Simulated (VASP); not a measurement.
# Cu (Im-3m) in VASP: a series of runs, part 2 of 2

VASP 6.6.1.

**4. Single point, LDA (volume scaled by 1.08)**

INCAR reads:

```
PREC = Accurate
ENCUT = 520
EDIFF = 1E-6
ISMEAR = -1
SIGMA = 0.1
LREAL = False
LASPH = True
NELM = 80
ALGO = Normal
ISIF = 2
LWAVE = False
LCHARG = True
LELF = True
LVHAR = True
NBANDS = 12
```

KPOINTS reads:

```
Automatic mesh
0
Gamma
  18 18 18
```

POSCAR reads:

```
Cu
1.0
   -1.4341851375      1.4341851375      1.4341851375
    1.4341851375     -1.4341851375      1.4341851375
    1.4341851375      1.4341851375     -1.4341851375
Cu
1
Direct
    0.0000000000      0.0000000000      0.0000000000
```

Potentials or basis: VASP PAW LDA potentials, release 64 (Cu).

On the command line:

```
$ cat potpaw_LDA.64/Cu/POTCAR > POTCAR
$ mpirun -np 1 vasp_std > vasp.out
```

OUTCAR:

```text
PREC = Accurate
   ENCUT = 520
   EDIFF = 1E-6
   ISMEAR = -1
   LREAL = False
   LASPH = True
   NELM = 80
   ISIF = 2

 ion  position               nearest neighbor table
   1  0.000  0.000  0.000-

  LATTYP: Found a body centered cubic cell.
 ALAT       =     2.8683702750

  Lattice vectors:

 A1 = (  -1.4341851375,   1.4341851375,   1.4341851375)
 A2 = (   1.4341851375,  -1.4341851375,   1.4341851375)
 A3 = (   1.4341851375,   1.4341851375,  -1.4341851375)

Analysis of symmetry for initial positions (statically):
=====================================================================
 Subroutine PRICEL returns:
 Original cell was already a primitive cell.

 Routine SETGRP: Setting up the symmetry group for a
 body centered cubic supercell.

 Subroutine GETGRP returns: Found 48 space group operations
 (whereof 48 operations were pure point group operations)
 out of a pool of 48 trial point group operations.

The static configuration has the point symmetry O_h .

Analysis of symmetry for dynamics (positions and initial velocities):
=====================================================================
 Subroutine PRICEL returns:
 Original cell was already a primitive cell.

 Routine SETGRP: Setting up the symmetry group for a
 body centered cubic supercell.

 Subroutine GETGRP returns: Found 48 space group operations
 (whereof 48 operations were pure point group operations)
 out of a pool of 48 trial point group operations.

The dynamic configuration has the point symmetry O_h .

 Subroutine INISYM returns: Found 48 space group operations
 (whereof 48 operations are pure point group operations),
 and found     1 'primitive' translations

----------------------------------------------------------------------------------------

                                     Primitive cell
[... 106 lines left out ...]
   IALGO  =     38    algorithm
   IMIX   =      4    mixing-type and parameters
     AMIX     =   0.40;   BMIX     =  1.00
     AMIX_MAG =   1.60;   BMIX_MAG =  1.00
  volume/ion in A,a.u.               =      11.80        79.63
  Fermi-wavevector in a.u.,A,eV,Ry     =   1.599241  3.022127 34.797865  2.557571
  Thomas-Fermi vector in A             =   2.696565
   LORBIT       =      0    0 simple, 1 ext, 2 COOP (PROOUT), +10 PAW based schemes
   GGA     = CA    functional components
   LHFCALC =     F    Hartree Fock is set to
   AEXX    =    0.0000 exact exchange contribution
   IVDW    =     0    specifies the selected vdW correction
   LEPSILON=     F    determine dielectric tensor
   LRPA    =     F    only Hartree local field effects (RPA)
 non-spin polarized calculation
  energy-cutoff  :      520.00
  volume of cell :       11.80
 maximum number of plane-waves:       329
   NGX =  9   NGY =  9   NGZ =  9

 number of electron      10.9999974 magnetization

 Free energy of the ion-electron system (eV)
  ---------------------------------------------------
  ext. energy  EPLUGINS =         0.00000000
  ---------------------------------------------------
  free energy    TOTEN  =        -4.64117823 eV

  energy without entropy =       -4.62791852  energy(sigma->0) =       -4.63454838

 E-fermi :   7.3514     XC(G=0): -13.1096

 val. band max:        7.3467492181   @ k =  -0.4444   0.4444   0.1111
 cond. band min:       7.4009823196   @ k =   0.2778   0.1667   0.0556
 fundamental gap:      0.0542331015
 Fermi energy:         7.3514212634

 k-point     1 :       0.0000    0.0000    0.0000
  band No.  band energies     occupation
      1      -2.0000      2.00000
      2       4.1918      2.00000
      3       4.1918      2.00000
      4       4.1918      2.00000
      5       5.2258      2.00000
      6       5.2258      2.00000
      7      32.4981      0.00000
      8      32.4981      0.00000
      9      32.4981      0.00000
     10      35.5754      0.00000
     11      35.5754      0.00000
     12      35.5754      0.00000
[... 331 lines left out ...]
 k-point    24 :       0.3889    0.1111    0.0000
  band No.  band energies     occupation
      1       2.4378      2.00000
      2       3.5292      2.00000
      3       4.7908      2.00000
      4       5.1607      2.00000
      5       5.5229      2.00000
      6       7.3433      1.04070
      7      12.7173      0.00000
      8      21.5309      0.00000
      9      24.7543      0.00000
     10      30.5445      0.00000
     11      34.5574      0.00000
     12      38.7825      0.00000

 [... further k-points ...]
[... 5 lines left out ...]
  --------------------------------------------------------------------------------------
  -------------------------------------------------------------------------------------
  Total       -0.8048615     -0.8048615     -0.8048615     -0.0000000     -0.0000000     -0.0000000
  in kB     -109.2838766   -109.2838766   -109.2838766     -0.0000000     -0.0000000     -0.0000000
  external PRESSURE =    -109.2838766 kB  Pullay stress =       0.0000000 kB

 VOLUME and BASIS-vectors are now :
 -----------------------------------------------------------------------------
  energy-cutoff  :      520.00
  volume of cell :       11.80
      direct lattice vectors                 reciprocal lattice vectors
    -1.434185138  1.434185138  1.434185138     0.000000000  0.348630025  0.348630025
     1.434185138 -1.434185138  1.434185138     0.348630025  0.000000000  0.348630025
     1.434185138  1.434185138 -1.434185138     0.348630025  0.348630025  0.000000000

 POSITION                                       TOTAL-FORCE (eV/Angst)
 -----------------------------------------------------------------------------------
      0.00000      0.00000      0.00000        -0.000000      0.000000     -0.000000
 -----------------------------------------------------------------------------------
    total drift:                                0.000000      0.000000      0.000000

  FREE ENERGIE OF THE ION-ELECTRON SYSTEM (eV)
  ---------------------------------------------------
  free  energy   TOTEN  =        -4.6411782294 eV

  energy  without entropy=       -4.6279185208  energy(sigma->0) =       -4.63454838
```

OSZICAR:

```text
N       E                     dE             d eps       ncg     rms          rms(c)
DAV:   1     0.406129315486E+02    0.40613E+02   -0.53237E+03  5288   0.155E+03
DAV:   2    -0.429991349568E+01   -0.44913E+02   -0.41657E+02  4800   0.204E+02
DAV:   3    -0.561556264768E+01   -0.13156E+01   -0.13061E+01  5452   0.398E+01
DAV:   4    -0.562414422576E+01   -0.85816E-02   -0.85800E-02  5268   0.282E+00
DAV:   5    -0.562423120646E+01   -0.86981E-04   -0.86980E-04  5504   0.291E-01    0.786E+00
DAV:   6    -0.506680265747E+01    0.55743E+00   -0.15415E+01  5436   0.766E+01    0.417E+00
DAV:   7    -0.465674229606E+01    0.41006E+00   -0.25104E+00  5508   0.310E+01    0.597E-01
DAV:   8    -0.464258768445E+01    0.14155E-01   -0.64411E-03  5512   0.102E+00    0.272E-01
DAV:   9    -0.464116688815E+01    0.14208E-02   -0.69564E-03  5720   0.141E+00    0.176E-02
DAV:  10    -0.464117616928E+01   -0.92811E-05   -0.33100E-05  6712   0.905E-02    0.509E-03
DAV:  11    -0.464117822790E+01   -0.20586E-05   -0.51795E-07  3656   0.126E-02    0.456E-04
DAV:  12    -0.464117822944E+01   -0.15370E-08   -0.46071E-08  2616   0.231E-03
   1 F= -.46411782E+01 E0= -.46345484E+01  d E =-.132597E-01
```

stdout:

```text
POSCAR found type information on POSCAR Cu
 POSCAR found :  1 types and       1 ions
 scaLAPACK will be used
 LDA part: xc-table for (Slater(with rela. corr.)+CA(PZ))
 , standard interpolation
 POSCAR, INCAR and KPOINTS ok, starting setup
 FFT: planning ... GRIDC
 FFT: planning ... GRID_SOFT
 FFT: planning ... GRID
 WAVECAR not read
 entering main loop
```

Run time: 10 s. Hardware: 1 thread of Intel Xeon 6975P-C (Granite Rapids), shared host; peak memory 0.13 GiB.

What came out:

- Free energy: -4.6412 eV
- Pressure: -10.9 GPa

**5. Overview**

| cell | gap on the mesh (eV) | pressure (GPa) |
| --- | --- | --- |
| a = 2.421 Å, angles 109.5°, 1 atom | none | 0.9 |
| a = 2.453 Å, angles 109.5°, 1 atom | none | -5.7 |
| a = 2.484 Å, angles 109.5°, 1 atom | none | -10.9 |

Alike in all rows: task single point; level LDA; potentials or basis VASP PAW LDA potentials, release 64 (Cu); no spin polarisation; k mesh 18 × 18 × 18; cutoff (eV) 520; smearing fermi-dirac 0.1 eV.

Absolute energies hang on the potentials; compare differences alone.
